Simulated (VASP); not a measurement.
# BaF2 (Fm-3m) in VASP: notebook, part 2 of 2

VASP 6.6.1. The steps go on from the part before.

**3. Single point, r2SCAN**

Contents of POSCAR:

```
BaF2
1.0
    0.0000000000      3.0973610018      3.0973610018
    3.0973610018      0.0000000000      3.0973610018
    3.0973610018      3.0973610018      0.0000000000
Ba F
1 2
Direct
    0.0000000000      0.0000000000      0.0000000000
    0.2500000000      0.2500000000      0.2500000000
    0.7500000000      0.7500000000      0.7500000000
```

Contents of INCAR.step1:

```
SYSTEM = BaF2
PREC     = Accurate       ! precision mode
ENCUT    = 660            ! plane-wave cutoff, eV
ISMEAR   = 0              ! smearing method
SIGMA    = 0.02           ! smearing width, eV
LREAL    = .FALSE.        ! projectors in reciprocal space
LASPH    = .TRUE.         ! aspherical terms in the spheres
NELM     = 120            ! most SCF steps
NBANDS   = 19             ! bands
GGA      = PE             ! functional
ALGO     = Normal         ! electronic algorithm
EDIFF    = 1E-5           ! SCF threshold, eV
LWAVE    = .TRUE.         ! write WAVECAR
LCHARG   = .FALSE.        ! write CHGCAR
GGA_COMPAT= .FALSE.
```

Contents of INCAR.step2:

```
SYSTEM = BaF2
PREC     = Accurate       ! precision mode
ENCUT    = 660            ! plane-wave cutoff, eV
EDIFF    = 1E-6           ! SCF threshold, eV
ISMEAR   = 0              ! smearing method
SIGMA    = 0.02           ! smearing width, eV
LREAL    = .FALSE.        ! projectors in reciprocal space
LASPH    = .TRUE.         ! aspherical terms in the spheres
NELM     = 120            ! most SCF steps
ALGO     = Normal         ! electronic algorithm
ISIF     = 2              ! what is computed and relaxed
LWAVE    = .FALSE.        ! write WAVECAR
LCHARG   = .TRUE.         ! write CHGCAR
METAGGA  = R2SCAN         ! meta-GGA
LMIXTAU  = .TRUE.       
LELF     = .TRUE.         ! ELF
LVHAR    = .TRUE.       
NBANDS   = 19             ! bands
ISTART   = 1            
GGA_COMPAT= .FALSE.
```

Contents of KPOINTS:

```
Automatic mesh
0
G
  6 6 6
  0 0 0
```

Potentials or basis: VASP PAW PBE potentials, release 64 (Ba_sv, F).

The run is started by

```sh
$ cat potpaw_PBE.64/Ba_sv/POTCAR potpaw_PBE.64/F/POTCAR > POTCAR
$ cp INCAR.step1 INCAR
$ mpirun -np 1 vasp_std > vasp.out
$ cp INCAR.step2 INCAR
$ mpirun -np 1 vasp_std > vasp.out
```

OUTCAR:

```text
SYSTEM = BaF2
   PREC = Accurate
   ENCUT = 660
   EDIFF = 1E-6
   ISMEAR = 0
   LREAL = .FALSE.
   LASPH = .TRUE.
   NELM = 120
   ISIF = 2
   METAGGA = R2SCAN
   ISTART = 1

 ion  position               nearest neighbor table
   1  0.000  0.000  0.000-   2 2.68   3 2.68   3 2.68   3 2.68   3 2.68   2 2.68   2 2.68   2 2.68

   2  0.250  0.250  0.250-   1 2.68   1 2.68   1 2.68   1 2.68
   3  0.750  0.750  0.750-   1 2.68   1 2.68   1 2.68   1 2.68

  LATTYP: Found a face centered cubic cell.
 ALAT       =     6.1947220036
[... 535 lines left out ...]

  FORCE on cell =-STRESS in cart. coord.  units (eV):
  Direction    XX          YY          ZZ          XY          YZ          ZX
  --------------------------------------------------------------------------------------
  -------------------------------------------------------------------------------------
  Total        0.3300335      0.3300335      0.3300335      0.0000000      0.0000000      0.0000000
  in kB        8.8974004      8.8974004      8.8974004      0.0000000      0.0000000      0.0000000
  external PRESSURE =       8.8974004 kB  Pullay stress =       0.0000000 kB

 VOLUME and BASIS-vectors are now :
 -----------------------------------------------------------------------------
  energy-cutoff  :      660.00
  volume of cell :       59.43
      direct lattice vectors                 reciprocal lattice vectors
     0.000000000  3.097361002  3.097361002    -0.161427744  0.161427744  0.161427744
     3.097361002  0.000000000  3.097361002     0.161427744 -0.161427744  0.161427744
     3.097361002  3.097361002  0.000000000     0.161427744  0.161427744 -0.161427744

 POSITION                                       TOTAL-FORCE (eV/Angst)
 -----------------------------------------------------------------------------------
      0.00000      0.00000      0.00000        -0.000000      0.000000     -0.000000
      1.54868      1.54868      1.54868         0.000000      0.000000      0.000000
      4.64604      4.64604      4.64604        -0.000000     -0.000000     -0.000000
 -----------------------------------------------------------------------------------
    total drift:                                0.000000     -0.000000      0.000000

  FREE ENERGIE OF THE ION-ELECTRON SYSTEM (eV)
  ---------------------------------------------------
  free  energy   TOTEN  =       -45.0675347815 eV

  energy  without entropy=      -45.0675347815  energy(sigma->0) =      -45.06753478
```

OUTCAR.step1:

```text
SYSTEM = BaF2
   PREC = Accurate
   ENCUT = 660
   ISMEAR = 0
   LREAL = .FALSE.
   LASPH = .TRUE.
   NELM = 120
[... 566 lines left out ...]
      0.00000      0.00000      0.00000        -0.000000      0.000000     -0.000000
      1.54868      1.54868      1.54868         0.000000     -0.000000      0.000000
      4.64604      4.64604      4.64604        -0.000000     -0.000000     -0.000000
 -----------------------------------------------------------------------------------
    total drift:                                0.000000     -0.000000      0.000000

  FREE ENERGIE OF THE ION-ELECTRON SYSTEM (eV)
  ---------------------------------------------------
  free  energy   TOTEN  =       -17.1133960416 eV

  energy  without entropy=      -17.1133960416  energy(sigma->0) =      -17.11339604
```

Wall time 2 min (1 thread of Intel Xeon Platinum 8259CL at 2.50GHz (Skylake/Cascade Lake), shared host); peak memory 0.26 GiB.

Results:

```
Free energy            : -45.0675 eV
Pressure               : 0.9 GPa
Band gap on the k mesh : 7.36 eV, indirect (least direct gap 7.43 eV)
```

Caveat: the PAW data sets were made with another functional, which shifts forces and pressure a little; spin-orbit coupling is left out, which moves the levels of the heavy elements. A k mesh can miss the band edges.

**4. Single point, r2SCAN (volume scaled by 1.03)**

Contents of POSCAR:

```
BaF2
1.0
    0.0000000000      3.1280299370      3.1280299370
    3.1280299370      0.0000000000      3.1280299370
    3.1280299370      3.1280299370      0.0000000000
Ba F
1 2
Direct
    0.0000000000      0.0000000000      0.0000000000
    0.2500000000      0.2500000000      0.2500000000
    0.7500000000      0.7500000000      0.7500000000
```

Contents of INCAR.step1:

```
PREC     = Accurate       # precision mode
ENCUT    = 660            # plane-wave cutoff, eV
ISMEAR   = 0              # smearing method
SIGMA    = 0.02           # smearing width, eV
LREAL    = False          # projectors in reciprocal space
LASPH    = True           # aspherical terms in the spheres
NELM     = 120            # most SCF steps
NBANDS   = 19             # bands
GGA      = PE             # functional
ALGO     = Normal         # electronic algorithm
EDIFF    = 1E-5           # SCF threshold, eV
LWAVE    = True           # write WAVECAR
LCHARG   = False          # write CHGCAR
GGA_COMPAT= False
```

Contents of INCAR.step2:

```
PREC     = Accurate       # precision mode
ENCUT    = 660            # plane-wave cutoff, eV
EDIFF    = 1E-6           # SCF threshold, eV
ISMEAR   = 0              # smearing method
SIGMA    = 0.02           # smearing width, eV
LREAL    = False          # projectors in reciprocal space
LASPH    = True           # aspherical terms in the spheres
NELM     = 120            # most SCF steps
ALGO     = Normal         # electronic algorithm
ISIF     = 2              # what is computed and relaxed
LWAVE    = False          # write WAVECAR
LCHARG   = False          # write CHGCAR
METAGGA  = R2SCAN         # meta-GGA
LMIXTAU  = True         
NBANDS   = 19             # bands
ISTART   = 1            
GGA_COMPAT= False
```

Contents of KPOINTS:

```
Automatic mesh
0
Gamma
  6 6 6
```

The run is started by

```sh
$ cat potpaw_PBE.64/Ba_sv/POTCAR potpaw_PBE.64/F/POTCAR > POTCAR
$ cp INCAR.step1 INCAR
$ mpirun -np 1 vasp_std > vasp.out
$ cp INCAR.step2 INCAR
$ mpirun -np 1 vasp_std > vasp.out
```

It took 2.1 min on 1 thread of Intel Xeon Platinum 8259CL at 2.50GHz (Skylake/Cascade Lake), shared host; peak memory 0.26 GiB.

It converged, with:

```
Free energy            : -45.0707 eV
Pressure               : -0.9 GPa
Band gap on the k mesh : 7.23 eV, indirect (least direct gap 7.29 eV)
```

Levels at points of the mesh, in eV from the valence-band top:
| k point | band 9 | band 10 | band 11 | band 12 | band 13 | band 14 | band 15 | band 16 |
| --- | --- | --- | --- | --- | --- | --- | --- | --- |
| (0.00, 0.00, 0.00) | -1.39 | -0.06 | -0.06 | -0.06 | 7.23 | 9.81 | 9.81 | 12.05 |
| (0.50, 0.00, 0.00) | -0.61 | -0.34 | -0.15 | -0.15 | 9.75 | 9.75 | 9.78 | 10.02 |
| (0.50, 0.50, 0.00) | -0.32 | -0.31 | -0.31 | -0.10 | 7.65 | 9.71 | 11.23 | 12.63 |

Caveat: the PAW data sets were made with another functional, which shifts forces and pressure a little; spin-orbit coupling is left out, which moves the levels of the heavy elements. A k mesh can miss the band edges.

**5. Single point, r2SCAN (volume scaled by 1.06)**

Contents of POSCAR:

```
BaF2
1.0
    0.0000000000      3.1581089931      3.1581089931
    3.1581089931      0.0000000000      3.1581089931
    3.1581089931      3.1581089931      0.0000000000
Ba F
1 2
Direct
    0.0000000000      0.0000000000      0.0000000000
    0.2500000000      0.2500000000      0.2500000000
    0.7500000000      0.7500000000      0.7500000000
```

Contents of INCAR.step1:

```
ALGO = Normal
EDIFF = 1E-5
ENCUT = 660
GGA = PE
GGA_COMPAT = False
ISMEAR = 0
LASPH = True
LCHARG = False
LREAL = False
LWAVE = True
NBANDS = 19
NELM = 120
PREC = Accurate
SIGMA = 0.02
```

Contents of INCAR.step2:

```
ALGO = Normal
EDIFF = 1E-6
ENCUT = 660
GGA_COMPAT = False
ISIF = 2
ISMEAR = 0
ISTART = 1
LASPH = True
LCHARG = False
LMIXTAU = True
LREAL = False
LWAVE = False
METAGGA = R2SCAN
NBANDS = 19
NELM = 120
PREC = Accurate
SIGMA = 0.02
```

Contents of KPOINTS:

```
k-points
0
Gamma
  6 6 6
```

The run is started by

```sh
$ cat potpaw_PBE.64/Ba_sv/POTCAR potpaw_PBE.64/F/POTCAR > POTCAR
$ cp INCAR.step1 INCAR
$ mpirun -np 1 vasp_std > vasp.out
$ cp INCAR.step2 INCAR
$ mpirun -np 1 vasp_std > vasp.out
```

Wall time 1.8 min (1 thread of Intel Xeon Platinum 8259CL at 2.50GHz (Skylake/Cascade Lake), shared host); peak memory 0.27 GiB.

The run converged. Its results:

- Free energy: -45.0554 eV
- Pressure: -2.4 GPa
- Band gap on the k mesh: 7.11 eV, indirect (least direct gap 7.16 eV)

Levels at points of the mesh, in eV from the valence-band top:
| k point | band 10 | band 11 | band 12 | band 13 | band 14 | band 15 |
| --- | --- | --- | --- | --- | --- | --- |
| (0.00, 0.00, 0.00) | -0.05 | -0.05 | -0.05 | 7.11 | 9.69 | 9.69 |
| (0.50, 0.00, 0.00) | -0.33 | -0.16 | -0.16 | 9.61 | 9.62 | 9.62 |
| (0.50, 0.50, 0.00) | -0.28 | -0.28 | -0.08 | 7.60 | 9.56 | 11.05 |

Caveat: the PAW data sets were made with another functional, which shifts forces and pressure a little; spin-orbit coupling is left out, which moves the levels of the heavy elements. A k mesh can miss the band edges.

**6. Summary**

```tsv
cell	gap on the mesh (eV)	pressure (GPa)
a = 4.380 Å, angles 60.0°, 3 atoms	7.36	0.9
a = 4.424 Å, angles 60.0°, 3 atoms	7.23	-0.9
a = 4.466 Å, angles 60.0°, 3 atoms	7.11	-2.4
```

Alike in all rows: task single point; level r2SCAN; potentials or basis VASP PAW PBE potentials, release 64 (Ba_sv, F); no spin polarisation; k mesh 6 × 6 × 6; cutoff (eV) 660; smearing gaussian 0.02 eV.

Caveats: the PAW data sets were made with another functional, which shifts forces and pressure a little; spin-orbit coupling is left out, which moves the levels of the heavy elements.

Total energies depend on the potentials used, so only differences within one code and one set of settings carry meaning.
